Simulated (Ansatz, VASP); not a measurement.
Two plane-wave programs on CdSe

```
CELL_PARAMETERS angstrom
0.00000 3.07027 3.07027
3.07027 0.00000 3.07027
3.07027 3.07027 0.00000
ATOMIC_POSITIONS crystal
Cd 0.00000 0.00000 0.00000
Se 0.75000 0.75000 0.75000
```

Alike in both runs: task relaxation of cell and atoms; functional r2SCAN; k mesh 6 × 6 × 6; no spin polarisation.

|  | VASP | Ansatz |
| --- | --- | --- |
| version | VASP 6.6.1 | Ansatz 0.2.0 |
| potentials or method | VASP PAW PBE potentials, release 64 (Cd, Se), cutoff 600 eV | plane waves, PAW |
| occupations | gaussian, width 0.01 eV | fixed |
| valence electrons in the cell | 18 | 36 |

```csv
,VASP,Ansatz,Ansatz less VASP
relaxed volume (Å³/atom),28.94,28.85,-0.094
relaxed cell length with the largest relative difference (Å),4.342,4.337,-0.0047
```

VASP's potentials were made for PBE, not for r2SCAN. VASP's potentials hold 18 valence electrons a cell and Ansatz's 36, so a difference there can come from the potentials and not from the codes. Ansatz's warnings: stress scf threshold loose.

Noted on VASP's run: the relaxation stopped at its first step, so nothing moved.
